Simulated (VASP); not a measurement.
Input of a VASP 6.6.1 run:

File INCAR:

```
SYSTEM = Rb
ALGO = Normal
EDIFF = 1E-7
ENCUT = 520
GGA = PE
ISIF = 2
ISMEAR = 0
IVDW = 12
LASPH = .True.
LCHARG = .False.
LREAL = .False.
LWAVE = .False.
NBANDS = 10
NELM = 100
PREC = Accurate
SIGMA = 0.15
```

KPOINTS

```
k-points
0
Gamma
  12 12 12
  0 0 0
```

File POSCAR:

```
Rb
1.0
    0.0000000000      3.3486938964      3.4942892832
    3.3486938964      0.0000000000      3.4942892832
    3.3486938964      3.3486938964      0.0000000000
Rb
1
Direct
    0.0000000000      0.0000000000      0.0000000000
```

Potentials or basis: VASP PAW PBE potentials, release 64 (Rb_sv).

Command:

```console
$ cat potpaw_PBE.64/Rb_sv/POTCAR > POTCAR
$ mpirun -np 1 vasp_std > vasp.out
```

Problem. What does it give for the dispersion energy per atom?

Solution. -0.117 eV.

Problem. Predict the pressure.

Solution. 0.3 GPa.

Caveat: the cell differs from its parent crystal (strain -0.080 along x and y, -0.040 along z); pairwise dispersion overbinds metals, which lowers pressure and volume.
